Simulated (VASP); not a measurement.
# P (Cmce) in VASP: settings compared

The runs below take P through relaxation of cell and atoms, single point, with revPBE+D4, r2SCAN+rVV10, PBE.

All numbers are computed with VASP 6.6.1; they aren't measurements. Logs are shortened: lines on timing, memory, paths and dates and some standing lists are left out, and cuts for length are marked.

## (1) The cell of the first run

It takes space group Cmce (No. 64, orthorhombic). The conventional cell has a = 3.295 Å, b = 10.930 Å, c = 4.544 Å, α = 90.00°, β = 90.00°, γ = 90.00°. P (site symmetry m) has 3 P at 2.20 to 2.25 Å within 2.9 Å.

## (2) Relaxation of cell and atoms, revPBE+D4

File INCAR:

```
SYSTEM = P
PREC = Accurate ; ENCUT = 600
EDIFF = 1E-6 ; ISMEAR = -1
SIGMA = 0.05 ; LREAL = .FALSE.
LASPH = .TRUE. ; NELM = 60
ALGO = Normal ; ISIF = 3
LWAVE = .FALSE. ; LCHARG = .FALSE.
GGA = RE ; IVDW = 13
IBRION = 2 ; NSW = 60
EDIFFG = -0.01
```

File KPOINTS:

```
regular mesh
0
G
  8 8 6
  0 0 0
```

File POSCAR:

```
P
1.0
    1.6477431241     -5.4650377251      0.0000000000
    1.6477431241      5.4650377251      0.0000000000
    0.0000000000      0.0000000000      4.5436355900
P
4
Direct
    0.9041431300      0.0958568700      0.5888151700
    0.0958568700      0.9041431300      0.4111848300
    0.5958568700      0.4041431300      0.0888151700
    0.4041431300      0.5958568700      0.9111848300
```

Potentials or basis: VASP PAW PBE potentials, release 64 (P).

Run with:

```bash
$ cat potpaw_PBE.64/P/POTCAR > POTCAR
$ mpirun -np 1 vasp_std > vasp.out
```

OUTCAR:

```text
SYSTEM = P
   PREC = Accurate
   ENCUT = 600
   EDIFF = 1E-6
   ISMEAR = -1
   LREAL = .FALSE.
   LASPH = .TRUE.
   NELM = 60
   ISIF = 3
   GGA = RE
   IVDW = 13
   IBRION = 2
   NSW = 60
   EDIFFG = -0.01

 ion  position               nearest neighbor table
   1  0.904  0.096  0.589-   4 2.20   4 2.20   2 2.25
   2  0.096  0.904  0.411-   3 2.20   3 2.20   1 2.25
   3  0.596  0.404  0.089-   2 2.20   2 2.20   4 2.25
   4  0.404  0.596  0.911-   1 2.20   1 2.20   3 2.25

  LATTYP: Found a base centered orthorhombic cell.
 ALAT       =     3.2954862482
 B/A-ratio  =     3.3166806435
 C/A-ratio  =     1.3787451222

  Lattice vectors:

 A1 = (   1.6477431241,  -5.4650377251,   0.0000000000)
 A2 = (   1.6477431241,   5.4650377251,   0.0000000000)
 A3 = (   0.0000000000,   0.0000000000,   4.5436355900)

Analysis of symmetry for initial positions (statically):
=====================================================================
 Subroutine PRICEL returns:
 Original cell was already a primitive cell.

 Routine SETGRP: Setting up the symmetry group for a
 base centered orthorhombic supercell.

 Subroutine GETGRP returns: Found  8 space group operations
 (whereof  4 operations were pure point group operations)
 out of a pool of  8 trial point group operations.

The static configuration has the point symmetry C_2h.
 The point group associated with its full space group is D_2h.

Analysis of symmetry for dynamics (positions and initial velocities):
=====================================================================
 Subroutine PRICEL returns:
 Original cell was already a primitive cell.

 Routine SETGRP: Setting up the symmetry group for a
 base centered orthorhombic supercell.

 Subroutine GETGRP returns: Found  8 space group operations
 (whereof  4 operations were pure point group operations)
 out of a pool of  8 trial point group operations.

The dynamic configuration has the point symmetry C_2h.
 The point group associated with its full space group is D_2h.

 Subroutine INISYM returns: Found  8 space group operations
 (whereof  4 operations are pure point group operations),
 and found     1 'primitive' translations

----------------------------------------------------------------------------------------

                                     Primitive cell

  volume of cell :      81.8307

  direct lattice vectors                    reciprocal lattice vectors
     1.647743124 -5.465037725  0.000000000     0.303445357 -0.091490677  0.000000000
     1.647743124  5.465037725  0.000000000     0.303445357  0.091490677  0.000000000
     0.000000000  0.000000000  4.543635590     0.000000000  0.000000000  0.220088073

  length of vectors
     5.708037731  5.708037731  4.543635590     0.316937894  0.316937894  0.220088073

  position of ions in fractional coordinates (direct lattice)
     0.904143130  0.095856870  0.588815170
     0.095856870  0.904143130  0.411184830
     0.595856870  0.404143130  0.088815170
     0.404143130  0.595856870  0.911184830

  ion indices of the primitive-cell ions
   primitive index   ion index
                 1           1
                 2           2
                 3           3
                 4           4

----------------------------------------------------------------------------------------

 KPOINTS: regular mesh

Automatic generation of k-mesh.
 Grid dimensions read from file:
 generate k-points for:    8    8    6

 Generating k-lattice:

  Cartesian coordinates                     Fractional coordinates (reciprocal lattice)
     0.037930670 -0.011436335  0.000000000     0.125000000 -0.000000000  0.000000000
     0.037930670  0.011436335  0.000000000    -0.000000000  0.125000000  0.000000000
     0.000000000  0.000000000  0.036681345     0.000000000  0.000000000  0.166666667

  Length of vectors
     0.039617237  0.039617237  0.036681345

  Shift w.r.t. Gamma in fractional coordinates (k-lattice)
     0.000000000  0.000000000  0.000000000

 Subroutine IBZKPT returns following result:
 ===========================================

 Found     84 irreducible k-points:

 Following reciprocal coordinates:
            Coordinates               Weight
  0.000000  0.000000  0.000000      1.000000
  0.125000  0.000000  0.000000      4.000000
  0.250000  0.000000  0.000000      4.000000
  0.375000  0.000000  0.000000      4.000000
  0.500000  0.000000  0.000000      2.000000
  0.125000  0.125000  0.000000      2.000000
[... 16 lines left out ...]
  0.125000  0.000000  0.166667      8.000000
  0.250000  0.000000  0.166667      8.000000
 [... further k-points ...]
   k-points           NKPTS =     84   k-points in BZ     NKDIM =     84   number of bands    NBANDS=     14
   number of dos      NEDOS =    301   number of ions     NIONS =      4
   total plane-waves  NPLWV =  82944
   dimension x,y,z NGX =    48 NGY =   48 NGZ =   36
   dimension x,y,z NGXF=    96 NGYF=   96 NGZF=   72
   ions per type =               4
   NGX,Y,Z   is equivalent  to a cutoff of  13.98, 13.98, 13.17 a.u.
   NGXF,Y,Z  is equivalent  to a cutoff of  27.96, 27.96, 26.34 a.u.
 SYSTEM =  P
   PREC   = accura    normal or accurate (medium, high low for compatibility)
   ISTART =      0    job   : 0-new  1-cont  2-samecut
   ICHARG =      2    charge: 1-file 2-atom 10-const
   ISPIN  =      1    spin polarized calculation?
   LNONCOLLINEAR =      F non collinear calculations
   LSORBIT =      F    spin-orbit coupling
   LASPH  =      T    aspherical Exc in radial PAW
   ENCUT  =  600.0 eV  44.10 Ry    6.64 a.u.  11.40 11.40  9.07*2*pi/ulx,y,z
   NELM   =     60;   NELMIN=  2; NELMDL= -5     # of ELM steps
   EDIFF  = 0.1E-05   stopping-criterion for ELM
   LREAL  =      F    real-space projection
   EDIFFG = -.1E-01   stopping-criterion for IOM
   NSW    =     60    number of steps for IOM
   IBRION =      2    ionic relax: 0-MD 1-quasi-New 2-CG
   NFREE  =      1    steps in history (QN), initial steepest desc. (CG)
   ISIF   =      3    stress and relaxation
   ISYM   =      2    0-nonsym 1-usesym 2-fastsym
   POTIM  = 0.5000    time-step for ionic-motion
   TEBEG  =    0.0;   TEEND  =   0.0 temperature during run
   PSTRESS=    0.0 pullay stress
   NELECT =      20.0000    total number of electrons
   NUPDOWN=      -1.0000    fix difference up-down
   EMIN   =  10.00;   EMAX   =-10.00  energy-range for DOS
   EFERMI =   0.00;   METHOD = LEGACY
   ISMEAR =    -1;   SIGMA  =   0.05  broadening in eV -4-tet -1-fermi 0-gaus
   EFERMI_NEDOS =   21; number of points for ismear=-14 and -15
   IALGO  =     38    algorithm
   IMIX   =      4    mixing-type and parameters
     AMIX     =   0.40;   BMIX     =  1.00
     AMIX_MAG =   1.60;   BMIX_MAG =  1.00
  volume/ion in A,a.u.               =      20.46       138.06
  Fermi-wavevector in a.u.,A,eV,Ry     =   1.023559  1.934246 14.254450  1.047673
  Thomas-Fermi vector in A             =   2.157299
   LORBIT       =      0    0 simple, 1 ext, 2 COOP (PROOUT), +10 PAW based schemes
   GGA     = RE    functional components
   LHFCALC =     F    Hartree Fock is set to
   AEXX    =    0.0000 exact exchange contribution
   IVDW    =    13    specifies the selected vdW correction
   LEPSILON=     F    determine dielectric tensor
   LRPA    =     F    only Hartree local field effects (RPA)
 conjugate gradient relaxation of ions
 non-spin polarized calculation
  energy-cutoff  :      600.00
  volume of cell :       81.83
 maximum number of plane-waves:      2758
 NGX is ok and might be reduce to    48
   NGX = 23   NGY = 23   NGZ = 19

--------------------------------------- Ionic step        1  -------------------------------------------

 number of electron      20.0000001 magnetization

 Free energy of the ion-electron system (eV)
  ---------------------------------------------------
  ext. energy  EPLUGINS =         0.00000000
  ---------------------------------------------------
  free energy    TOTEN  =       -20.34536313 eV

  energy without entropy =      -20.34506235  energy(sigma->0) =      -20.34521274

------------------------ aborting loop because EDIFF is reached ----------------------------------------

  DFT-D4 for vdW energy calculation

  Edisp (eV):   -2.77978

  FORCE on cell =-STRESS in cart. coord.  units (eV):
  Direction    XX          YY          ZZ          XY          YZ          ZX
  --------------------------------------------------------------------------------------
  -------------------------------------------------------------------------------------
  Total      -1.46687    -1.43160    -1.50556     0.00000     0.00000     0.00000
  in kB     -28.72004   -28.02962   -29.47760     0.00000     0.00000     0.00000
  external pressure =      -28.74 kB  Pullay stress =        0.00 kB
[... 103 lines left out ...]
  FREE ENERGIE OF THE ION-ELECTRON SYSTEM (eV)
  ---------------------------------------------------
  free  energy   TOTEN  =       -23.1912538627 eV

  energy  without entropy=      -23.1906021126  energy(sigma->0) =      -23.19092799

 E-fermi :   6.8326     XC(G=0):  -9.7737

 val. band max:        6.7488473959   @ k =   0.5000   0.5000   0.0000
 cond. band min:       6.9171711540   @ k =   0.5000   0.5000   0.0000
 fundamental gap:      0.1683237581
 Fermi energy:         6.8325710338

 k-point     1 :       0.0000    0.0000    0.0000
  band No.  band energies     occupation
      1      -9.4190      2.00000
      2      -6.3320      2.00000
      3      -3.0309      2.00000
      4      -0.3326      2.00000
      5       1.4903      2.00000
      6       2.1070      2.00000
      7       2.8914      2.00000
      8       3.7812      2.00000
      9       4.5317      2.00000
     10       5.4477      2.00000
     11       7.5014      0.00000
     12       8.1107      0.00000
     13       9.1273      0.00000
     14       9.9347      0.00000
[... 375 lines left out ...]
 k-point    24 :       0.2500    0.0000    0.1667
  band No.  band energies     occupation
      1      -8.4540      2.00000
      2      -5.8484      2.00000
      3      -3.4510      2.00000
      4      -0.3742      2.00000
      5       0.3834      2.00000
      6       0.8376      2.00000
      7       2.5780      2.00000
      8       3.0471      2.00000
      9       4.3012      2.00000
     10       5.0455      2.00000
     11       7.8923      0.00000
     12       8.5510      0.00000
     13       9.1972      0.00000
     14      10.2410      0.00000

 [... further k-points ...]

[... ionic steps 4 to 21 ...]

--------------------------------------- Ionic step       22  -------------------------------------------

 number of electron      20.0000000 magnetization

------------------------ aborting loop because EDIFF is reached ----------------------------------------

  DFT-D4 for vdW energy calculation

  Edisp (eV):   -3.64032
[... 73 lines left out ...]
  energy  without entropy=      -23.4755104385  energy(sigma->0) =      -23.47790566

--------------------------------------- Ionic step       24  -------------------------------------------

 number of electron      20.0000000 magnetization

 Free energy of the ion-electron system (eV)
  ---------------------------------------------------
  ext. energy  EPLUGINS =         0.00000000
  ---------------------------------------------------
  free energy    TOTEN  =       -19.83706889 eV

  energy without entropy =      -19.83228623  energy(sigma->0) =      -19.83467756

 E-fermi :   8.8088     XC(G=0): -10.7974

 val. band max:        8.7622700584   @ k =   0.5000   0.3750   0.0000
 cond. band min:       8.8090312548   @ k =   0.3750   0.3750   0.1667
 fundamental gap:      0.0467611964
 Fermi energy:         8.8087726843

 k-point     1 :       0.0000    0.0000    0.0000
  band No.  band energies     occupation
      1      -7.7609      2.00000
      2      -3.8530      2.00000
      3       0.2998      2.00000
      4       0.7922      2.00000
      5       3.2446      2.00000
      6       4.2939      2.00000
      7       5.2143      2.00000
      8       5.6763      2.00000
      9       5.9345      2.00000
     10       7.5750      2.00000
     11      10.0721      0.00000
     12      10.5151      0.00000
     13      10.6209      0.00000
     14      12.9783      0.00000
[... 375 lines left out ...]
 k-point    24 :       0.2500    0.0000    0.1667
  band No.  band energies     occupation
      1      -6.7232      2.00000
      2      -3.3649      2.00000
      3      -1.3971      2.00000
      4       1.2867      2.00000
      5       2.0003      2.00000
      6       2.4823      2.00000
      7       4.5555      2.00000
      8       5.8119      2.00000
      9       6.7990      2.00000
     10       7.3842      2.00000
     11       9.8387      0.00000
     12      10.8137      0.00000
     13      11.6435      0.00000
     14      13.0362      0.00000

 [... further k-points ...]

------------------------ aborting loop because EDIFF is reached ----------------------------------------

  DFT-D4 for vdW energy calculation

  Edisp (eV):   -3.64328

  FORCE on cell =-STRESS in cart. coord.  units (eV):
  Direction    XX          YY          ZZ          XY          YZ          ZX
  --------------------------------------------------------------------------------------
  -------------------------------------------------------------------------------------
  Total      -0.02199    -0.03915    -0.02216     0.00000     0.00000     0.00000
  in kB      -0.55665    -0.99078    -0.56095     0.00000     0.00000     0.00000
  external pressure =       -0.70 kB  Pullay stress =        0.00 kB
[... 19 lines left out ...]
  FREE ENERGIE OF THE ION-ELECTRON SYSTEM (eV)
  ---------------------------------------------------
  free  energy   TOTEN  =       -23.4803461676 eV

  energy  without entropy=      -23.4755635080  energy(sigma->0) =      -23.47795484

 reached required accuracy - stopping structural energy minimisation
```

Wall time 22 min (1 thread of Intel Xeon Platinum 8259CL at 2.50GHz (Skylake/Cascade Lake), shared host); peak memory 0.34 GiB.

What came out:

| Quantity | Value |
| --- | --- |
| Free energy | -23.4803 eV |
| Relaxed volume | 15.83 Å³/atom |
| Relaxed cell | a = 5.234 Å, b = 5.234 Å, c = 3.821 Å, α = 90.00°, β = 90.00°, γ = 142.80° |
| Space group after relaxing (to 0.1 Å) | Cmce (No. 64) |
| Energy gained by relaxing | 88.8 meV/atom |
| Ionic steps | 24 |
| Pressure after relaxing | -0.1 GPa |
| Largest force after relaxing | 0.008 eV/Å |
| Band gap on the k mesh | zero (bands 10 and 11 overlap by 0.61 eV) |
| Dispersion energy per atom | -0.911 eV |

Forces on the atoms (eV/Å):
```
P    0.000  0.004  0.006
P    0.000 -0.004 -0.006
P    0.000 -0.004  0.006
P    0.000  0.004 -0.006
```

Step by step:
| step | energy change (eV) | largest force (eV/Å) | pressure (GPa) | volume (Å³) |
| --- | --- | --- | --- | --- |
| 1 | 0.0000 | 0.3465 | -2.87 | 81.83 |
| 2 | -0.0630 | 0.5572 | 0.19 | 77.56 |
| 3 | -0.0661 | 0.6526 | 1.15 | 76.44 |
| 4 | -0.1136 | 0.5248 | 0.80 | 75.10 |
| 5 | -0.2069 | 0.3136 | -0.24 | 71.17 |
| 6 | -0.2049 | 0.6954 | -1.98 | 63.63 |
| 7 | -0.2378 | 0.4024 | -0.94 | 67.61 |
| 8 | -0.2924 | 0.2896 | -0.61 | 65.84 |
| 9 | -0.3349 | 0.1597 | 0.19 | 63.50 |
| 10 | -0.2922 | 0.2618 | 3.47 | 58.83 |
| 11 | -0.3421 | 0.1052 | 0.98 | 62.24 |
| 12 | -0.3490 | 0.1004 | 0.27 | 62.92 |
| 13 | -0.3515 | 0.0984 | -0.99 | 64.20 |
| 14 | -0.3522 | 0.0984 | -0.61 | 63.80 |
| 15 | -0.3540 | 0.0318 | 0.03 | 63.65 |
| 16 | -0.3540 | 0.0262 | 0.01 | 63.65 |
| 17 | -0.3542 | 0.0262 | -0.06 | 63.65 |
| 18 | -0.3546 | 0.0385 | -0.23 | 63.63 |
| 19 | -0.3548 | 0.0314 | -0.20 | 63.58 |
| 20 | -0.3551 | 0.0173 | -0.07 | 63.44 |
| 21 | -0.3549 | 0.0518 | 0.20 | 63.15 |
| 22 | -0.3551 | 0.0215 | 0.00 | 63.36 |
| 23 | -0.3552 | 0.0152 | -0.02 | 63.34 |
| 24 | -0.3552 | 0.0075 | -0.07 | 63.31 |

Final structure:
```cif
data_structure
_symmetry_space_group_name_H-M 'P 1'
_symmetry_Int_Tables_number 1
_cell_length_a 5.2345
_cell_length_b 5.2345
_cell_length_c 3.8213
_cell_angle_alpha 90.000
_cell_angle_beta 90.000
_cell_angle_gamma 142.798
_cell_volume 63.31
loop_
_atom_site_label
_atom_site_type_symbol
_atom_site_fract_x
_atom_site_fract_y
_atom_site_fract_z
_atom_site_occupancy
P1 P 0.88942 0.11058 0.55694 1
P2 P 0.11058 0.88942 0.44306 1
P3 P 0.61058 0.38942 0.05694 1
P4 P 0.38942 0.61058 0.94306 1
```

Caveat: the volume moved by over 15 % at a fixed basis, so the end points are rough; the PAW data sets were made with another functional, which shifts forces and pressure a little.

[end of part 1 of 2]

The gap in the log of VASP goes by the Fermi energy; the results here count the filled bands.